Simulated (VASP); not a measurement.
# Lu (Im-3m) in VASP: notebook

Runs on Lu. Level: PBEsol. Tasks: single point, relaxation of cell and atoms.

Program: VASP 6.6.1. These are calculated values, not measurements. Logs are shortened: lines on timing, memory, paths and dates and some standing lists are left out, and cuts for length are marked.

### Step 1. The cell of the first run

The structure is cubic, space group Im-3m (No. 229). Conventional cell: a = 3.661 Å, b = 3.661 Å, c = 3.661 Å, α = 90.00°, β = 90.00°, γ = 90.00°. Within 4.2 Å of Lu (site symmetry m-3m) lie 14 Lu at 3.17 to 3.66 Å.

This isn't the form of Lu at room conditions, which is hcp.

### Step 2. Single point, PBEsol (24.54 Å³/atom)

File INCAR:

```
PREC     = Accurate       # precision mode
ENCUT    = 520            # plane-wave cutoff, eV
EDIFF    = 1E-7           # SCF threshold, eV
ISMEAR   = -1             # smearing method
SIGMA    = 0.05           # smearing width, eV
LREAL    = F              # projectors in reciprocal space
LASPH    = T              # aspherical terms in the spheres
NELM     = 100            # most SCF steps
ALGO     = Normal         # electronic algorithm
ISIF     = 2              # what is computed and relaxed
LWAVE    = F              # write WAVECAR
LCHARG   = F              # write CHGCAR
GGA      = PS             # functional
NBANDS   = 18             # bands
```

File KPOINTS:

```
Automatic mesh
0
Gamma
  16 16 16
```

File POSCAR:

```
Lu
1.0
   -1.8306481584      1.8306481584      1.8306481584
    1.8306481584     -1.8306481584      1.8306481584
    1.8306481584      1.8306481584     -1.8306481584
Lu
1
Direct
    0.0000000000      0.0000000000      0.0000000000
```

Potentials or basis: VASP PAW PBE potentials, release 64 (Lu).

On the command line:

```bash
$ cat potpaw_PBE.64/Lu/POTCAR > POTCAR
$ mpirun -np 1 vasp_std > vasp.out
```

OUTCAR:

```text
PREC = Accurate
   ENCUT = 520
   EDIFF = 1E-7
   ISMEAR = -1
   LREAL = F
   LASPH = T
   NELM = 100
   ISIF = 2
   GGA = PS

 ion  position               nearest neighbor table
   1  0.000  0.000  0.000-

  LATTYP: Found a body centered cubic cell.
 ALAT       =     3.6612963168

  Lattice vectors:

 A1 = (  -1.8306481584,   1.8306481584,   1.8306481584)
 A2 = (   1.8306481584,  -1.8306481584,   1.8306481584)
 A3 = (   1.8306481584,   1.8306481584,  -1.8306481584)

Analysis of symmetry for initial positions (statically):
=====================================================================
 Subroutine PRICEL returns:
 Original cell was already a primitive cell.

 Routine SETGRP: Setting up the symmetry group for a
 body centered cubic supercell.

 Subroutine GETGRP returns: Found 48 space group operations
 (whereof 48 operations were pure point group operations)
 out of a pool of 48 trial point group operations.

The static configuration has the point symmetry O_h .

Analysis of symmetry for dynamics (positions and initial velocities):
=====================================================================
 Subroutine PRICEL returns:
 Original cell was already a primitive cell.

 Routine SETGRP: Setting up the symmetry group for a
 body centered cubic supercell.

 Subroutine GETGRP returns: Found 48 space group operations
 (whereof 48 operations were pure point group operations)
 out of a pool of 48 trial point group operations.

The dynamic configuration has the point symmetry O_h .

 Subroutine INISYM returns: Found 48 space group operations
 (whereof 48 operations are pure point group operations),
 and found     1 'primitive' translations

----------------------------------------------------------------------------------------

                                     Primitive cell

  volume of cell :      24.5400

  direct lattice vectors                    reciprocal lattice vectors
    -1.830648158  1.830648158  1.830648158     0.000000000  0.273127306  0.273127306
     1.830648158 -1.830648158  1.830648158     0.273127306  0.000000000  0.273127306
     1.830648158  1.830648158 -1.830648158     0.273127306  0.273127306  0.000000000

  length of vectors
     3.170775621  3.170775621  3.170775621     0.386260341  0.386260341  0.386260341

[... 64 lines left out ...]
   dimension x,y,z NGXF=    48 NGYF=   48 NGZF=   48
   ions per type =               1
   NGX,Y,Z   is equivalent  to a cutoff of  12.58, 12.58, 12.58 a.u.
   NGXF,Y,Z  is equivalent  to a cutoff of  25.17, 25.17, 25.17 a.u.
 SYSTEM =  unknown system
   PREC   = accura    normal or accurate (medium, high low for compatibility)
   ISTART =      0    job   : 0-new  1-cont  2-samecut
   ICHARG =      2    charge: 1-file 2-atom 10-const
   ISPIN  =      1    spin polarized calculation?
   LNONCOLLINEAR =      F non collinear calculations
   LSORBIT =      F    spin-orbit coupling
   LASPH  =      T    aspherical Exc in radial PAW
   ENCUT  =  520.0 eV  38.22 Ry    6.18 a.u.   5.90  5.90  5.90*2*pi/ulx,y,z
   NELM   =    100;   NELMIN=  2; NELMDL= -5     # of ELM steps
   EDIFF  = 0.1E-06   stopping-criterion for ELM
   LREAL  =      F    real-space projection
   EDIFFG = 0.1E-05   stopping-criterion for IOM
   NSW    =      0    number of steps for IOM
   IBRION =     -1    ionic relax: 0-MD 1-quasi-New 2-CG
   NFREE  =      0    steps in history (QN), initial steepest desc. (CG)
   ISIF   =      2    stress and relaxation
   ISYM   =      2    0-nonsym 1-usesym 2-fastsym
   POTIM  = 0.5000    time-step for ionic-motion
   TEBEG  =    0.0;   TEEND  =   0.0 temperature during run
   PSTRESS=    0.0 pullay stress
   NELECT =      25.0000    total number of electrons
   NUPDOWN=      -1.0000    fix difference up-down
   EMIN   =  10.00;   EMAX   =-10.00  energy-range for DOS
   EFERMI =   0.00;   METHOD = LEGACY
   ISMEAR =    -1;   SIGMA  =   0.05  broadening in eV -4-tet -1-fermi 0-gaus
   EFERMI_NEDOS =   21; number of points for ismear=-14 and -15
   IALGO  =     38    algorithm
   IMIX   =      4    mixing-type and parameters
     AMIX     =   0.40;   BMIX     =  1.00
     AMIX_MAG =   1.60;   BMIX_MAG =  1.00
  volume/ion in A,a.u.               =      24.54       165.60
  Fermi-wavevector in a.u.,A,eV,Ry     =   1.647264  3.112878 36.919132  2.713480
  Thomas-Fermi vector in A             =   2.736753
   LORBIT       =      0    0 simple, 1 ext, 2 COOP (PROOUT), +10 PAW based schemes
   GGA     = PS    functional components
   LHFCALC =     F    Hartree Fock is set to
   AEXX    =    0.0000 exact exchange contribution
   IVDW    =     0    specifies the selected vdW correction
   LEPSILON=     F    determine dielectric tensor
   LRPA    =     F    only Hartree local field effects (RPA)
 non-spin polarized calculation
  energy-cutoff  :      520.00
  volume of cell :       24.54
 maximum number of plane-waves:       682
   NGX = 11   NGY = 11   NGZ = 11

 number of electron      24.9999997 magnetization

 Free energy of the ion-electron system (eV)
  ---------------------------------------------------
  ext. energy  EPLUGINS =         0.00000000
  ---------------------------------------------------
  free energy    TOTEN  =        -4.73356041 eV

  energy without entropy =       -4.71775496  energy(sigma->0) =       -4.72565769

 E-fermi :   2.9412     XC(G=0): -11.6453

 val. band max:        2.9391060769   @ k =   0.2500   0.1875   0.1250
 cond. band min:       2.9470541921   @ k =   0.2500   0.1250   0.1250
 fundamental gap:      0.0079481152
 Fermi energy:         2.9412487235

 k-point     1 :       0.0000    0.0000    0.0000
  band No.  band energies     occupation
      1     -53.0981      2.00000
      2     -23.3666      2.00000
      3     -23.3666      2.00000
      4     -23.3666      2.00000
      5      -3.6730      2.00000
      6      -1.9622      2.00000
[... 481 lines left out ...]
      5      -1.9278      2.00000
      6      -1.9209      2.00000
[... 10 lines left out ...]
     17       9.9875      0.00000
     18      13.8256      0.00000

 [... further k-points ...]
[... 5 lines left out ...]
  --------------------------------------------------------------------------------------
  -------------------------------------------------------------------------------------
  Total        1.1288083      1.1288083      1.1288083      0.0000000      0.0000000     -0.0000000
  in kB       73.6980757     73.6980757     73.6980757      0.0000000      0.0000000     -0.0000000
  external PRESSURE =      73.6980757 kB  Pullay stress =       0.0000000 kB

 VOLUME and BASIS-vectors are now :
 -----------------------------------------------------------------------------
  energy-cutoff  :      520.00
  volume of cell :       24.54
      direct lattice vectors                 reciprocal lattice vectors
    -1.830648158  1.830648158  1.830648158     0.000000000  0.273127306  0.273127306
     1.830648158 -1.830648158  1.830648158     0.273127306  0.000000000  0.273127306
     1.830648158  1.830648158 -1.830648158     0.273127306  0.273127306  0.000000000

 POSITION                                       TOTAL-FORCE (eV/Angst)
 -----------------------------------------------------------------------------------
      0.00000      0.00000      0.00000         0.000000      0.000000      0.000000
 -----------------------------------------------------------------------------------
    total drift:                                0.000000      0.000000      0.000000

  FREE ENERGIE OF THE ION-ELECTRON SYSTEM (eV)
  ---------------------------------------------------
  free  energy   TOTEN  =        -4.7335604108 eV

  energy  without entropy=       -4.7177549596  energy(sigma->0) =       -4.72565769
```

OSZICAR:

```text
N       E                     dE             d eps       ncg     rms          rms(c)
DAV:   1     0.788564815088E+02    0.78856E+02   -0.10099E+04  6452   0.467E+03
DAV:   2     0.930022515252E+00   -0.77926E+02   -0.76205E+02  5466   0.359E+02
DAV:   3    -0.466887112310E+01   -0.55989E+01   -0.55488E+01  5728   0.727E+01
DAV:   4    -0.486762507781E+01   -0.19875E+00   -0.19795E+00  7320   0.114E+01
DAV:   5    -0.487223101309E+01   -0.46059E-02   -0.46039E-02  6128   0.147E+00    0.349E+00
DAV:   6    -0.475307739949E+01    0.11915E+00   -0.40482E-01  8988   0.128E+01    0.141E+00
DAV:   7    -0.473573659830E+01    0.17341E-01   -0.27797E-02  7582   0.152E+00    0.410E-01
DAV:   8    -0.473336175428E+01    0.23748E-02   -0.70707E-03  8408   0.655E-01    0.118E-01
DAV:   9    -0.473356164625E+01   -0.19989E-03   -0.66491E-04  5876   0.296E-01    0.608E-02
DAV:  10    -0.473355901785E+01    0.26284E-05   -0.10279E-04  6302   0.890E-02    0.147E-02
DAV:  11    -0.473356064805E+01   -0.16302E-05   -0.59954E-06  6106   0.237E-02    0.312E-03
DAV:  12    -0.473356047899E+01    0.16906E-06   -0.22135E-07  5050   0.514E-03    0.415E-04
DAV:  13    -0.473356041078E+01    0.68211E-07   -0.23083E-08  3302   0.213E-03
   1 F= -.47335604E+01 E0= -.47256577E+01  d E =-.158055E-01
```

stdout:

```text
POSCAR found type information on POSCAR Lu
 POSCAR found :  1 types and       1 ions
 scaLAPACK will be used
 -----------------------------------------------------------------------------
|                                                                             |
|                                                                             |
|     You enforced a specific xc type in the INCAR file but a different       |
|     I HOPE YOU KNOW WHAT YOU ARE DOING!                                     |
|                                                                             |
 -----------------------------------------------------------------------------

 LDA part: xc-table for (Slater+PW92), standard interpolation
 POSCAR, INCAR and KPOINTS ok, starting setup
 FFT: planning ... GRIDC
 FFT: planning ... GRID_SOFT
 FFT: planning ... GRID
 WAVECAR not read
 entering main loop
```

It took 25 s on 1 thread of Intel Xeon Platinum 8488C (Sapphire Rapids), shared host; peak memory 0.19 GiB.

Results:

| Property | Result |
| --- | --- |
| Free energy | -4.7336 eV |
| Pressure | 7.4 GPa |
| Band gap on the k mesh | zero (an odd number of electrons rules out a gap without spin polarisation) |

Levels at points of the mesh, in eV from the Fermi level:
```
           k point  band 9  band 10  band 11  band 12  band 13  band 14  band 15  band 16
(0.00, 0.00, 0.00)   -4.76    -4.76    -4.76    -4.72     2.26     2.26     2.26     4.94
(0.50, 0.00, 0.00)   -4.77    -4.76    -4.74    -2.92     0.15     1.11     4.79     5.92
(0.50, 0.50, 0.50)   -4.75    -4.75    -4.75    -2.09    -2.09     6.99     6.99     6.99
```

Caveat: the cell stands under pressure; the PAW data sets were made with another functional, which shifts forces and pressure a little; spin-orbit coupling is left out, which moves the levels of the heavy elements.

### Step 3. Single point, PBEsol

This run uses another cell than the first one, of 27.89 Å³/atom.

File INCAR:

```
PREC = Accurate
ENCUT = 520
EDIFF = 1E-7
ISMEAR = -1
SIGMA = 0.05
LREAL = F
LASPH = T
NELM = 100
ALGO = Normal
ISIF = 2
LWAVE = F
LCHARG = F
GGA = PS
NBANDS = 18
```

KPOINTS is that of step 2.

File POSCAR:

```
Lu
1.0
   -1.9103399546      1.9103399546      1.9103399546
    1.9103399546     -1.9103399546      1.9103399546
    1.9103399546      1.9103399546     -1.9103399546
Lu
1
Direct
    0.0000000000      0.0000000000      0.0000000000
```

Potentials or basis: VASP PAW PBE potentials, release 64 (Lu).

On the command line:

```bash
$ cat potpaw_PBE.64/Lu/POTCAR > POTCAR
$ mpirun -np 1 vasp_std > vasp.out
```

It took 48 s on 1 thread of Intel Xeon Platinum 8488C (Sapphire Rapids), shared host; peak memory 0.22 GiB.

Results (log left out):

```
Free energy            : -4.8073 eV
Pressure               : 0.1 GPa
Band gap on the k mesh : zero (an odd number of electrons rules out a gap without spin polarisation)
```

Levels at points of the mesh, in eV from the Fermi level:
```csv
k point,band 10,band 11,band 12,band 13,band 14,band 15
"(0.00, 0.00, 0.00)",-4.96,-4.96,-4.94,2.13,2.13,2.13
"(0.50, 0.00, 0.00)",-4.97,-4.95,-2.65,0.30,0.63,4.27
"(0.50, 0.50, 0.50)",-4.96,-4.96,-1.66,-1.66,6.01,6.01
```

Caveat: the PAW data sets were made with another functional, which shifts forces and pressure a little; spin-orbit coupling is left out, which moves the levels of the heavy elements.

### Step 4. Single point, PBEsol

This run uses another cell than the first one, of 27.89 Å³/atom.

File INCAR:

```
SYSTEM = Lu
  ALGO = Normal
  EDIFF = 1E-7
  ENCUT = 520
  GGA = PS
  ISIF = 2
  ISMEAR = -1
  LASPH = .True.
  LCHARG = .False.
  LREAL = .False.
  LWAVE = .False.
  NBANDS = 18
  NELM = 80
  PREC = Accurate
  SIGMA = 0.05
```

File KPOINTS:

```
k-points
0
Gamma
  16 16 16
  0 0 0
```

POSCAR is that of step 3.

On the command line:

```bash
$ cat potpaw_PBE.64/Lu/POTCAR > POTCAR
$ mpirun -np 1 vasp_std > vasp.out
```

Wall time 45 s (1 thread of Intel Xeon Platinum 8488C (Sapphire Rapids), shared host); peak memory 0.22 GiB.

The run converged. Its results:

| Quantity | Value |
| --- | --- |
| Free energy | -4.8073 eV |
| Pressure | 0.1 GPa |
| Band gap on the k mesh | zero (an odd number of electrons rules out a gap without spin polarisation) |

Levels at points of the mesh, in eV from the Fermi level:
```
           k point  band 9  band 10  band 11  band 12  band 13  band 14  band 15  band 16
(0.00, 0.00, 0.00)   -4.96    -4.96    -4.96    -4.94     2.13     2.13     2.13     4.50
(0.50, 0.00, 0.00)   -4.97    -4.97    -4.95    -2.65     0.30     0.63     4.27     5.30
(0.50, 0.50, 0.50)   -4.96    -4.96    -4.96    -1.66    -1.66     6.01     6.01     6.01
```

Caveat: the PAW data sets were made with another functional, which shifts forces and pressure a little; spin-orbit coupling is left out, which moves the levels of the heavy elements.

### Step 5. Relaxation of cell and atoms, PBEsol

This run uses another cell than the first one, of 27.54 Å³/atom.

File INCAR:

```
PREC = Accurate
ENCUT = 600
EDIFF = 1E-7
ISMEAR = -1
SIGMA = 0.05
LREAL = False
LASPH = True
NELM = 60
ALGO = Normal
ISIF = 3
LWAVE = False
LCHARG = False
GGA = PS
IBRION = 2
NSW = 60
EDIFFG = -0.005
```

File KPOINTS:

```
regular mesh
0
Gamma
  16 16 16
```

File POSCAR:

```
Lu
1.0
   -1.9023286315      1.9023286315      1.9023286315
    1.9023286315     -1.9023286315      1.9023286315
    1.9023286315      1.9023286315     -1.9023286315
Lu
1
Direct
    0.0000000000      0.0000000000      0.0000000000
```

On the command line:

```bash
$ cat potpaw_PBE.64/Lu/POTCAR > POTCAR
$ mpirun -np 1 vasp_std > vasp.out
```

Run time: 1.9 min. Hardware: 1 thread of Intel Xeon Platinum 8488C (Sapphire Rapids), shared host; peak memory 0.23 GiB.

Results (log left out):

```
Free energy                           : -4.8079 eV
Relaxed volume                        : 28.02 Å³/atom
Relaxed cell                          : a = 3.314 Å, b = 3.314 Å, c = 3.314 Å, α = 109.47°, β = 109.47°, γ = 109.47°
Space group after relaxing (to 0.1 Å) : Im-3m (No. 229)
Energy gained by relaxing             : 1.2 meV/atom
Ionic steps                           : 3
Pressure after relaxing               : 0.0 GPa
Band gap on the k mesh                : zero (an odd number of electrons rules out a gap without spin polarisation)
```

Step by step:
```
step  energy change (eV)  largest force (eV/Å)  pressure (GPa)  volume (Å³)
   1              0.0000                0.0000            0.77        27.54
   2             -0.0011                0.0000           -0.09        28.07
   3             -0.0012                0.0000           -0.02        28.02
```

Final structure:
```xyz
1
Lattice="-1.9133 1.9133 1.9133 1.9133 -1.9133 1.9133 1.9133 1.9133 -1.9133" Properties=species:S:1:pos:R:3 pbc="T T T"
Lu    0.0000    0.0000    0.0000
```

Levels at points of the mesh, in eV from the Fermi level:
```
           k point  band 8  band 9  band 10  band 11  band 12  band 13  band 14  band 15  band 16
(0.00, 0.00, 0.00)   -5.07   -4.97    -4.97    -4.97    -4.95     2.13     2.13     2.13     4.48
(0.50, 0.00, 0.00)   -5.00   -4.98    -4.98    -4.96    -2.64     0.31     0.61     4.26     5.28
(0.50, 0.50, 0.50)   -5.03   -4.96    -4.96    -4.96    -1.64    -1.64     5.98     5.98     5.98
```

Caveat: the PAW data sets were made with another functional, which shifts forces and pressure a little; spin-orbit coupling is left out, which moves the levels of the heavy elements.

### Step 6. Summary

| task | cell | cutoff (eV) | gap on the mesh (eV) | pressure (GPa) |
| --- | --- | --- | --- | --- |
| single point | a = 3.171 Å, angles 109.5°, 1 atom | 520 | none | 7.4 |
| single point | a = 3.309 Å, angles 109.5°, 1 atom | 520 | none | 0.1 |
| relaxation of cell and atoms | relaxed from a = 3.295 Å, angles 109.5°, 1 atom | 600 | none | 0.0 |

Alike in all rows: level PBEsol; potentials or basis VASP PAW PBE potentials, release 64 (Lu); no spin polarisation; k mesh 16 × 16 × 16; smearing fermi-dirac 0.05 eV.

Caveats: the PAW data sets were made with another functional, which shifts forces and pressure a little; spin-orbit coupling is left out, which moves the levels of the heavy elements; the cell stands under pressure (at least some runs).

Absolute energies hang on the potentials; compare differences alone.
